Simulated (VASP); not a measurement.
Runs of VASP 6.6.1 on In. The structure is that of space group Pm-3m (No. 221), or close to it. The cells are those of the table. 

```tsv
spin	cell	k mesh	gap on the mesh (eV)	pressure (GPa)
off	a = 3.086 Å, 1 atom	12 × 12 × 12	none	(a)
non-collinear, zero start, SOC	a = 2.971 Å, 1 atom	11 × 11 × 11	-	0.1
off	a = 2.890 Å, 1 atom	12 × 12 × 12	none	4.9
off	a = 2.971 Å, 1 atom	12 × 12 × 12	none	0.0
off	a = 2.971 Å, 1 atom	10 × 10 × 10	none	0.0
```

Alike in all rows: task single point; level LDA; potentials or basis VASP PAW LDA potentials, release 64 (In_d); cutoff (eV) 520; smearing fermi-dirac 0.1 eV.

Estimate the missing entries.

(a) -3.8.

Caveats: spin-orbit coupling is left out, which moves the levels of the heavy elements (some runs).

A k mesh can miss the band edges, and rows without SOC leave out spin-orbit coupling on In.

A gap of «none» marks levels without a gap at the run's occupations.
